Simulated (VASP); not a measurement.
# GaP (I-4m2) in VASP: notebook, part 2 of 2

VASP 6.6.1.

### 5 Single point, r2SCAN (in-plane strain -0.005)

The input, POSCAR:

```
GaP
1.0
    2.7116237500      2.7116237500      0.0000000000
   -2.7116237500      2.7116237500      0.0000000000
    0.0000000000      2.7116237500      2.7334257500
Ga P
1 1
Direct
    0.0000000000      0.0000000000      0.0000000000
    0.7500000000      0.2500000000      0.5000000000
```

The input, INCAR.step1:

```
SYSTEM = GaP
ALGO = Normal
EDIFF = 1E-4
ENCUT = 520
GGA = PE
ISMEAR = 0
LASPH = .TRUE.
LCHARG = .FALSE.
LREAL = .FALSE.
LWAVE = .TRUE.
NBANDS = 16
NELM = 100
PREC = Accurate
SIGMA = 0.01
```

The input, INCAR.step2:

```
SYSTEM = GaP
ALGO = Normal
EDIFF = 1E-6
ENCUT = 520
ISIF = 2
ISMEAR = 0
ISTART = 1
LASPH = .TRUE.
LCHARG = .FALSE.
LMIXTAU = .TRUE.
LREAL = .FALSE.
LWAVE = .FALSE.
METAGGA = R2SCAN
NBANDS = 16
NELM = 100
PREC = Accurate
SIGMA = 0.01
```

The input, KPOINTS:

```
k-points
0
G
  8 8 8
  0 0 0
```

Potentials or basis: VASP PAW PBE potentials, release 64 (Ga_d, P).

Launch:

```sh
cat potpaw_PBE.64/Ga_d/POTCAR potpaw_PBE.64/P/POTCAR > POTCAR
cp INCAR.step1 INCAR
mpirun -np 1 vasp_std > vasp.out
cp INCAR.step2 INCAR
mpirun -np 1 vasp_std > vasp.out
```

OUTCAR:

```text
SYSTEM = GaP
   EDIFF = 1E-6
   ENCUT = 520
   ISIF = 2
   ISMEAR = 0
   ISTART = 1
   LASPH = .TRUE.
   LREAL = .FALSE.
   METAGGA = R2SCAN
   NELM = 100
   PREC = Accurate

 ion  position               nearest neighbor table
   1  0.000  0.000  0.000-   2 2.35   2 2.35   2 2.35   2 2.35
   2  0.750  0.250  0.500-   1 2.35   1 2.35   1 2.35   1 2.35

  LATTYP: Found a body centered tetragonal cell.
 ALAT       =     3.8348150833
 C/A-ratio  =     1.4255841237

  Lattice vectors:

 A1 = (   2.7116237500,   0.0000000000,  -2.7334257500)
 A2 = (  -2.7116237500,   0.0000000000,  -2.7334257500)
 A3 = (   0.0000000000,   2.7116237500,   2.7334257500)

Analysis of symmetry for initial positions (statically):
=====================================================================
 Subroutine PRICEL returns:
 Original cell was already a primitive cell.

 Routine SETGRP: Setting up the symmetry group for a
 body centered tetragonal supercell.

 Subroutine GETGRP returns: Found  8 space group operations
 (whereof  8 operations were pure point group operations)
 out of a pool of 16 trial point group operations.
[... 158 lines left out ...]
  ext. energy  EPLUGINS =         0.00000000
  ---------------------------------------------------
  free energy    TOTEN  =       -21.46214118 eV

  energy without entropy =      -21.46214118  energy(sigma->0) =      -21.46214118

 E-fermi :   4.6485     XC(G=0): -10.5834

 val. band max:        4.5508931342   @ k =   0.0000   0.0000   0.0000
 cond. band min:       6.4007139041   @ k =  -0.3750   0.3750   0.0000
 fundamental gap:      1.8498207699
 Fermi energy:         4.6484620583

 k-point     1 :       0.0000    0.0000    0.0000
  band No.  band energies     occupation
      1     -10.4678      2.00000
      2     -10.4655      2.00000
      3     -10.4655      2.00000
      4     -10.3510      2.00000
      5     -10.3497      2.00000
      6      -8.5416      2.00000
[... 433 lines left out ...]
      3     -10.4415      2.00000
      4     -10.3538      2.00000
      5     -10.3444      2.00000
      6      -7.2741      2.00000
[... 8 lines left out ...]
     15      15.8039      0.00000
     16      16.4534      0.00000

 [... further k-points ...]
[... 5 lines left out ...]
  --------------------------------------------------------------------------------------
  -------------------------------------------------------------------------------------
  Total        0.1993707      0.1993707      0.0363900      0.0000000      0.0000000      0.0000000
  in kB        7.9464978      7.9464978      1.4504275      0.0000000      0.0000000      0.0000000
  external PRESSURE =       5.7811411 kB  Pullay stress =       0.0000000 kB

 VOLUME and BASIS-vectors are now :
 -----------------------------------------------------------------------------
  energy-cutoff  :      520.00
  volume of cell :       40.20
      direct lattice vectors                 reciprocal lattice vectors
     2.711623750  2.711623750  0.000000000     0.184391363  0.184391363 -0.182920645
    -2.711623750  2.711623750  0.000000000    -0.184391363  0.184391363 -0.182920645
     0.000000000  2.711623750  2.733425750     0.000000000  0.000000000  0.365841289

 POSITION                                       TOTAL-FORCE (eV/Angst)
 -----------------------------------------------------------------------------------
      0.00000      0.00000      0.00000        -0.000000      0.000000      0.000000
      1.35581      4.06744      1.36671         0.000000     -0.000000      0.000000
 -----------------------------------------------------------------------------------
    total drift:                               -0.000035     -0.000000     -0.000000

  FREE ENERGIE OF THE ION-ELECTRON SYSTEM (eV)
  ---------------------------------------------------
  free  energy   TOTEN  =       -21.4621411752 eV

  energy  without entropy=      -21.4621411752  energy(sigma->0) =      -21.46214118
```

Run time: 4.2 min. Hardware: 1 thread of Intel Xeon Platinum 8259CL at 2.50GHz (Skylake/Cascade Lake), shared host; peak memory 0.19 GiB.

What came out:

| Property | Result |
| --- | --- |
| Free energy | -21.4621 eV |
| Pressure | 0.6 GPa |
| Band gap on the k mesh | 1.85 eV, indirect (least direct gap 2.39 eV) |

Stress tensor (GPa, compression positive):
```
0.79 0.00 0.00
0.00 0.79 0.00
0.00 0.00 0.15
```

Levels at points of the mesh, in eV from the valence-band top:
```tsv
k point	band 5	band 6	band 7	band 8	band 9	band 10	band 11	band 12	band 13	band 14
(0.00, 0.00, 0.00)	-14.90	-13.09	-0.05	0.00	0.00	2.39	4.17	4.17	4.19	9.48
(0.50, 0.00, 0.00)	-14.89	-10.91	-6.90	-1.23	-1.16	2.04	5.01	5.07	8.83	11.68
(0.50, 0.50, 0.00)	-14.88	-9.95	-6.99	-2.86	-2.86	1.86	2.05	11.38	11.39	12.09
(0.00, 0.00, 0.50)	-14.88	-9.99	-7.04	-2.80	-2.80	1.92	2.13	11.40	11.40	12.01
```

Caveat: the cell differs from its parent crystal (in-plane strain -0.005); the PAW data sets were made with another functional, which shifts forces and pressure a little. A k mesh can miss the band edges.

### 6 Overview

```tsv
cell	gap on the mesh (eV)	pressure (GPa)
a = 3.816, b = 3.816, c = 3.847 Å, angles 60.3, 60.3, 90.0°, 2 atoms	1.80	1.2
a = 3.816, b = 3.816, c = 3.852 Å, angles 60.3, 60.3, 90.0°, 2 atoms	1.79	1.0
a = 3.835, b = 3.835, c = 3.853 Å, angles 60.2, 60.2, 90.0°, 2 atoms	1.85	0.5
a = 3.835, b = 3.835, c = 3.850 Å, angles 60.1, 60.1, 90.0°, 2 atoms	1.85	0.6
```

Alike in all rows: task single point; level r2SCAN; potentials or basis VASP PAW PBE potentials, release 64 (Ga_d, P); no spin polarisation; k mesh 8 × 8 × 8; cutoff (eV) 520; smearing gaussian 0.01 eV.

Caveats: the PAW data sets were made with another functional, which shifts forces and pressure a little.

Absolute energies hang on the potentials; compare differences alone.
